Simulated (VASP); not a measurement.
# WC (P-6m2) in VASP: single point with LDA

Aim: the single point of WC with LDA.

All numbers are computed with VASP 6.6.1; they aren't measurements. Logs are shortened: lines on timing, memory, paths and dates and some standing lists are left out, and cuts for length are marked.

## Step 1: The cell of the first run

The structure is hexagonal, space group P-6m2 (No. 187). The conventional cell has a = 2.885 Å, b = 2.885 Å, c = 2.810 Å, α = 90.00°, β = 90.00°, γ = 120.00°. Within 2.9 Å of W (site symmetry -6m2) lie 6 C at 2.18 Å and 8 W at 2.81 to 2.89 Å. Within 2.9 Å of C (site symmetry -6m2) lie 6 W at 2.18 Å and 8 C at 2.81 to 2.89 Å.

## Step 2: Single point, LDA

Input file INCAR:

```
PREC = Accurate
ENCUT = 1300
EDIFF = 1E-6
ISMEAR = -1
SIGMA = 0.05
LREAL = False
LASPH = True
NELM = 120
ALGO = Normal
ISIF = 2
LWAVE = False
LCHARG = False
GGA = CA
NBANDS = 16
GGA_COMPAT = False
```

Input file KPOINTS:

```
Automatic mesh
0
Gamma
  11 11 9
```

Input file POSCAR:

```
WC
1.0
    2.8851371676      0.0000000000      0.0000000000
   -1.4425685838      2.4986020806      0.0000000000
    0.0000000000      0.0000000000      2.8096529978
W C
1 1
Direct
    0.0000000000      0.0000000000      0.0000000000
    0.6666666667      0.3333333333      0.5000000000
```

Potentials or basis: VASP PAW LDA potentials, release 64 (W_sv, C_h).

On the command line:

```bash
> cat potpaw_LDA.64/W_sv/POTCAR potpaw_LDA.64/C_h/POTCAR > POTCAR
> mpirun -np 1 vasp_std > vasp.out
```

OUTCAR:

```text
PREC = Accurate
   ENCUT = 1300
   EDIFF = 1E-6
   ISMEAR = -1
   LREAL = False
   LASPH = True
   NELM = 120
   ISIF = 2
   GGA = CA

 ion  position               nearest neighbor table
   1  0.000  0.000  0.000-   2 2.18   2 2.18   2 2.18   2 2.18   2 2.18   2 2.18
   2  0.667  0.333  0.500-   1 2.18   1 2.18   1 2.18   1 2.18   1 2.18   1 2.18

  LATTYP: Found a hexagonal cell.
 ALAT       =     2.8851371676
 C/A-ratio  =     0.9738368870

  Lattice vectors:

 A1 = (   2.8851371676,   0.0000000000,   0.0000000000)
 A2 = (  -1.4425685838,   2.4986020806,   0.0000000000)
 A3 = (   0.0000000000,   0.0000000000,   2.8096529978)

Analysis of symmetry for initial positions (statically):
=====================================================================
 Subroutine PRICEL returns:
 Original cell was already a primitive cell.

 Routine SETGRP: Setting up the symmetry group for a
 hexagonal supercell.

 Subroutine GETGRP returns: Found 12 space group operations
 (whereof 12 operations were pure point group operations)
 out of a pool of 24 trial point group operations.

The static configuration has the point symmetry D_3h.

Analysis of symmetry for dynamics (positions and initial velocities):
=====================================================================
 Subroutine PRICEL returns:
 Original cell was already a primitive cell.

 Routine SETGRP: Setting up the symmetry group for a
 hexagonal supercell.

 Subroutine GETGRP returns: Found 12 space group operations
 (whereof 12 operations were pure point group operations)
 out of a pool of 24 trial point group operations.

The dynamic configuration has the point symmetry D_3h.

 Subroutine INISYM returns: Found 12 space group operations
 (whereof 12 operations are pure point group operations),
 and found     1 'primitive' translations

----------------------------------------------------------------------------------------

                                     Primitive cell

  volume of cell :      20.2543

  direct lattice vectors                    reciprocal lattice vectors
     2.885137168  0.000000000  0.000000000     0.346603971  0.200111896  0.000000000
    -1.442568584  2.498602081  0.000000000     0.000000000  0.400223792  0.000000000
     0.000000000  0.000000000  2.809652998     0.000000000  0.000000000  0.355915838

  length of vectors
     2.885137168  2.885137168  2.809652998     0.400223792  0.400223792  0.355915838

  position of ions in fractional coordinates (direct lattice)
     0.000000000  0.000000000  0.000000000
     0.666666667  0.333333333  0.500000000

  ion indices of the primitive-cell ions
   primitive index   ion index
                 1           1
                 2           2

----------------------------------------------------------------------------------------

 KPOINTS: Automatic mesh

Automatic generation of k-mesh.
 Grid dimensions read from file:
 generate k-points for:   11   11    9

 Generating k-lattice:

  Cartesian coordinates                     Fractional coordinates (reciprocal lattice)
     0.031509452  0.018191991  0.000000000     0.090909091 -0.000000000  0.000000000
     0.000000000  0.036383981  0.000000000     0.000000000  0.090909091  0.000000000
     0.000000000  0.000000000  0.039546204     0.000000000  0.000000000  0.111111111

  Length of vectors
     0.036383981  0.036383981  0.039546204

  Shift w.r.t. Gamma in fractional coordinates (k-lattice)
     0.000000000  0.000000000  0.000000000

 Subroutine IBZKPT returns following result:
 ===========================================

 Found     80 irreducible k-points:

 Following reciprocal coordinates:
            Coordinates               Weight
  0.000000  0.000000  0.000000      1.000000
  0.090909  0.000000  0.000000      6.000000
  0.181818 -0.000000  0.000000      6.000000
  0.272727  0.000000  0.000000      6.000000
  0.363636  0.000000  0.000000      6.000000
  0.454545 -0.000000  0.000000      6.000000
[... 16 lines left out ...]
  0.090909  0.090909  0.111111     12.000000
  0.181818  0.090909  0.111111     24.000000
 [... further k-points ...]
   k-points           NKPTS =     80   k-points in BZ     NKDIM =     80   number of bands    NBANDS=     16
   number of dos      NEDOS =    301   number of ions     NIONS =      2
   total plane-waves  NPLWV =  46656
   dimension x,y,z NGX =    36 NGY =   36 NGZ =   36
   dimension x,y,z NGXF=    72 NGYF=   72 NGZF=   72
   ions per type =               1   1
   NGX,Y,Z   is equivalent  to a cutoff of  20.74, 20.74, 21.30 a.u.
   NGXF,Y,Z  is equivalent  to a cutoff of  41.49, 41.49, 42.60 a.u.
 SYSTEM =  unknown system
   PREC   = accura    normal or accurate (medium, high low for compatibility)
   ISTART =      0    job   : 0-new  1-cont  2-samecut
   ICHARG =      2    charge: 1-file 2-atom 10-const
   ISPIN  =      1    spin polarized calculation?
   LNONCOLLINEAR =      F non collinear calculations
   LSORBIT =      F    spin-orbit coupling
   LASPH  =      T    aspherical Exc in radial PAW
   ENCUT  = 1300.0 eV  95.55 Ry    9.77 a.u.   8.48  8.48  8.26*2*pi/ulx,y,z
   NELM   =    120;   NELMIN=  2; NELMDL= -5     # of ELM steps
   EDIFF  = 0.1E-05   stopping-criterion for ELM
   LREAL  =      F    real-space projection
   EDIFFG = 0.1E-04   stopping-criterion for IOM
   NSW    =      0    number of steps for IOM
   IBRION =     -1    ionic relax: 0-MD 1-quasi-New 2-CG
   NFREE  =      0    steps in history (QN), initial steepest desc. (CG)
   ISIF   =      2    stress and relaxation
   ISYM   =      2    0-nonsym 1-usesym 2-fastsym
   POTIM  = 0.5000    time-step for ionic-motion
   TEBEG  =    0.0;   TEEND  =   0.0 temperature during run
   PSTRESS=    0.0 pullay stress
   NELECT =      18.0000    total number of electrons
   NUPDOWN=      -1.0000    fix difference up-down
   EMIN   =  10.00;   EMAX   =-10.00  energy-range for DOS
   EFERMI =   0.00;   METHOD = LEGACY
   ISMEAR =    -1;   SIGMA  =   0.05  broadening in eV -4-tet -1-fermi 0-gaus
   EFERMI_NEDOS =   21; number of points for ismear=-14 and -15
   IALGO  =     38    algorithm
   IMIX   =      4    mixing-type and parameters
     AMIX     =   0.40;   BMIX     =  1.00
     AMIX_MAG =   1.60;   BMIX_MAG =  1.00
  volume/ion in A,a.u.               =      10.13        68.34
  Fermi-wavevector in a.u.,A,eV,Ry     =   1.573960  2.974352 33.706377  2.477349
  Thomas-Fermi vector in A             =   2.675166
   LORBIT       =      0    0 simple, 1 ext, 2 COOP (PROOUT), +10 PAW based schemes
   GGA     = CA    functional components
   LHFCALC =     F    Hartree Fock is set to
   AEXX    =    0.0000 exact exchange contribution
   IVDW    =     0    specifies the selected vdW correction
   LEPSILON=     F    determine dielectric tensor
   LRPA    =     F    only Hartree local field effects (RPA)
 non-spin polarized calculation
  energy-cutoff  :     1300.00
  volume of cell :       20.25
 maximum number of plane-waves:      2200
 NGX is ok and might be reduce to    36
   NGX = 17   NGY = 17   NGZ = 17

 number of electron      18.0000000 magnetization

 Free energy of the ion-electron system (eV)
  ---------------------------------------------------
  ext. energy  EPLUGINS =         0.00000000
  ---------------------------------------------------
  free energy    TOTEN  =       -24.70905187 eV

  energy without entropy =      -24.70658675  energy(sigma->0) =      -24.70781931

 E-fermi :  11.7170     XC(G=0): -14.1537

 val. band max:       11.7008706825   @ k =   0.4545   0.0909   0.4444
 cond. band min:      11.7901889288   @ k =   0.0000   0.0000   0.1111
 fundamental gap:      0.0893182463
 Fermi energy:        11.7170006557

 k-point     1 :       0.0000    0.0000    0.0000
  band No.  band energies     occupation
      1     -61.8275      2.00000
      2     -26.0650      2.00000
      3     -25.9602      2.00000
      4     -25.9602      2.00000
      5      -2.8027      2.00000
      6       7.2015      2.00000
[... 8 lines left out ...]
     15      26.3225      0.00000
     16      28.6436      0.00000

 k-point     2 :       0.0909    0.0000    0.0000
  band No.  band energies     occupation
      1     -61.8222      2.00000
      2     -26.0553      2.00000
      3     -26.0359      2.00000
      4     -25.9773      2.00000
      5      -2.5779      2.00000
      6       7.2440      2.00000
[... 8 lines left out ...]
     15      25.8719      0.00000
     16      29.1050      0.00000

 k-point     3 :       0.1818   -0.0000    0.0000
  band No.  band energies     occupation
      1     -61.8080      2.00000
      2     -26.2347      2.00000
      3     -26.0290      2.00000
      4     -26.0227      2.00000
      5      -1.9520      2.00000
      6       6.7040      2.00000
[... 8 lines left out ...]
     15      25.5457      0.00000
     16      30.3530      0.00000

 k-point     4 :       0.2727    0.0000    0.0000
  band No.  band energies     occupation
      1     -61.7893      2.00000
      2     -26.4868      2.00000
      3     -26.0815      2.00000
      4     -25.9944      2.00000
      5      -1.0613      2.00000
      6       5.8113      2.00000
[... 8 lines left out ...]
     15      26.1475      0.00000
     16      29.9951      0.00000

 k-point     5 :       0.3636    0.0000    0.0000
  band No.  band energies     occupation
      1     -61.7721      2.00000
      2     -26.7108      2.00000
      3     -26.1350      2.00000
      4     -25.9625      2.00000
      5      -0.1230      2.00000
      6       5.0739      2.00000
[... 8 lines left out ...]
     15      26.6759      0.00000
     16      28.5980      0.00000

 k-point     6 :       0.4545   -0.0000    0.0000
  band No.  band energies     occupation
      1     -61.7619      2.00000
      2     -26.8408      2.00000
      3     -26.1665      2.00000
      4     -25.9434      2.00000
      5       0.5335      2.00000
      6       4.6481      2.00000
[... 8 lines left out ...]
     15      25.0598      0.00000
     16      29.8028      0.00000

 k-point     7 :       0.0909    0.0909    0.0000
  band No.  band energies     occupation
      1     -61.8125      2.00000
      2     -26.1684      2.00000
      3     -26.0373      2.00000
      4     -26.0132      2.00000
      5      -2.1516      2.00000
      6       6.9398      2.00000
[... 8 lines left out ...]
     15      25.5814      0.00000
     16      29.8123      0.00000

 k-point     8 :       0.1818    0.0909    0.0000
  band No.  band energies     occupation
      1     -61.7960      2.00000
      2     -26.3821      2.00000
      3     -26.0769      2.00000
      4     -26.0068      2.00000
      5      -1.3861      2.00000
      6       6.1589      2.00000
[... 8 lines left out ...]
     15      25.7832      0.00000
     16      30.1470      0.00000

 k-point     9 :       0.2727    0.0909    0.0000
  band No.  band energies     occupation
      1     -61.7781      2.00000
      2     -26.6072      2.00000
      3     -26.1460      2.00000
      4     -25.9735      2.00000
      5      -0.4488      2.00000
      6       5.3871      2.00000
[... 8 lines left out ...]
     15      26.8457      0.00000
     16      28.8250      0.00000
[... 172 lines left out ...]
 k-point    19 :       0.1818   -0.0000    0.1111
  band No.  band energies     occupation
      1     -61.8025      2.00000
      2     -26.2253      2.00000
      3     -26.1277      2.00000
      4     -26.0133      2.00000
      5      -1.6787      2.00000
      6       6.8263      2.00000
[... 8 lines left out ...]
     15      25.2833      0.00000
     16      30.1535      0.00000

 k-point    20 :       0.2727    0.0000    0.1111
  band No.  band energies     occupation
      1     -61.7838      2.00000
      2     -26.4746      2.00000
      3     -26.0917      2.00000
      4     -26.0717      2.00000
      5      -0.8423      2.00000
      6       5.8872      2.00000
[... 8 lines left out ...]
     15      25.5829      0.00000
     16      29.5517      0.00000

 k-point    21 :       0.3636    0.0000    0.1111
  band No.  band energies     occupation
      1     -61.7667      2.00000
      2     -26.6970      2.00000
      3     -26.1248      2.00000
      4     -26.0577      2.00000
      5       0.0259      2.00000
      6       5.0563      2.00000
[... 8 lines left out ...]
     15      26.0258      0.00000
     16      28.6475      0.00000

 k-point    22 :       0.4545   -0.0000    0.1111
  band No.  band energies     occupation
      1     -61.7565      2.00000
      2     -26.8261      2.00000
      3     -26.1561      2.00000
      4     -26.0374      2.00000
      5       0.6296      2.00000
      6       4.5413      2.00000
[... 8 lines left out ...]
     15      25.0226      0.00000
     16      29.5821      0.00000

 k-point    23 :       0.0909    0.0909    0.1111
  band No.  band energies     occupation
      1     -61.8069      2.00000
      2     -26.1629      2.00000
      3     -26.1331      2.00000
      4     -26.0039      2.00000
      5      -1.8679      2.00000
      6       7.0785      2.00000
[... 8 lines left out ...]
     15      25.4219      0.00000
     16      29.4992      0.00000

 k-point    24 :       0.1818    0.0909    0.1111
  band No.  band energies     occupation
      1     -61.7905      2.00000
      2     -26.3709      2.00000
      3     -26.1048      2.00000
      4     -26.0671      2.00000
      5      -1.1461      2.00000
      6       6.3183      2.00000
[... 8 lines left out ...]
     15      25.3092      0.00000
     16      29.8057      0.00000

 [... further k-points ...]

------------------------ aborting loop because EDIFF is reached ----------------------------------------

  FORCE on cell =-STRESS in cart. coord.  units (eV):
  Direction    XX          YY          ZZ          XY          YZ          ZX
  --------------------------------------------------------------------------------------
  -------------------------------------------------------------------------------------
  Total        0.3153140      0.3153140      0.3765131      0.0000000      0.0000000      0.0000000
  in kB       24.9423624     24.9423624     29.7834099      0.0000000      0.0000000      0.0000000
  external PRESSURE =      26.5560449 kB  Pullay stress =       0.0000000 kB

 VOLUME and BASIS-vectors are now :
 -----------------------------------------------------------------------------
  energy-cutoff  :     1300.00
  volume of cell :       20.25
      direct lattice vectors                 reciprocal lattice vectors
     2.885137168  0.000000000  0.000000000     0.346603971  0.200111896  0.000000000
    -1.442568584  2.498602081  0.000000000     0.000000000  0.400223792  0.000000000
     0.000000000  0.000000000  2.809652998     0.000000000  0.000000000  0.355915838

 POSITION                                       TOTAL-FORCE (eV/Angst)
 -----------------------------------------------------------------------------------
      0.00000      0.00000      0.00000         0.000000     -0.000000      0.000000
      1.44257      0.83287      1.40483        -0.000000      0.000000      0.000000
 -----------------------------------------------------------------------------------
    total drift:                               -0.000000      0.000000      0.000000

  FREE ENERGIE OF THE ION-ELECTRON SYSTEM (eV)
  ---------------------------------------------------
  free  energy   TOTEN  =       -24.7090518693 eV

  energy  without entropy=      -24.7065867546  energy(sigma->0) =      -24.70781931
```

Run time: 97 s. Hardware: 1 thread of Intel Xeon Platinum 8259CL at 2.50GHz (Skylake/Cascade Lake), shared host; peak memory 0.25 GiB.

What came out:

```
Free energy            : -24.7091 eV
Pressure               : 2.7 GPa
Band gap on the k mesh : zero (bands 9 and 10 overlap by 1.29 eV)
```

Caveat: spin-orbit coupling is left out, which moves the levels of the heavy elements.

The gap in the log of VASP goes by the Fermi energy; the results here count the filled bands.